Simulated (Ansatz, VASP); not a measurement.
**Si4Cl: VASP beside Ansatz**

```
CELL_PARAMETERS angstrom
3.83334 0.00000 0.00000
-1.91667 3.31977 0.00000
0.00000 0.00000 20.90838
ATOMIC_POSITIONS crystal
Si 0.33333 0.66667 0.19131
Si 0.00000 0.00000 0.22873
Si 0.00000 0.00000 0.34687
Si 0.66667 0.33333 0.37824
Cl 0.16667 0.66667 0.48346
```

Alike in both runs: task single point; functional PBE; dispersion D3(BJ); k mesh 9 × 9 × 1; occupations gaussian, width 0.05 eV; collinear spin.

```csv
,VASP,Ansatz
version,VASP 6.6.1,Ansatz 0.2.0
potentials or method,"VASP PAW PBE potentials, release 64 (Si, Cl), cutoff 400 eV","scalar-relativistic, plane waves, PAW"
valence electrons in the cell,23,23
```

|  | VASP | Ansatz | Ansatz less VASP |
| --- | --- | --- | --- |
| gap on the k mesh at the Fermi level (eV) | none | none | - |
| rms of the force components (eV/Å) | 0.619 | 0.619 | -0.0004 |
| net moment per atom (μB) | 0.19 | 0.19 | -0.003 |
| work function, face that differs most (eV) | 7.45 | 7.46 | +0.009 |

Atom by atom the forces differ by 0.003 eV/Å (rms over components). A gap of «none» marks a metal or a gap that the smearing closes. Ansatz's warnings: dispersion switch in reach.
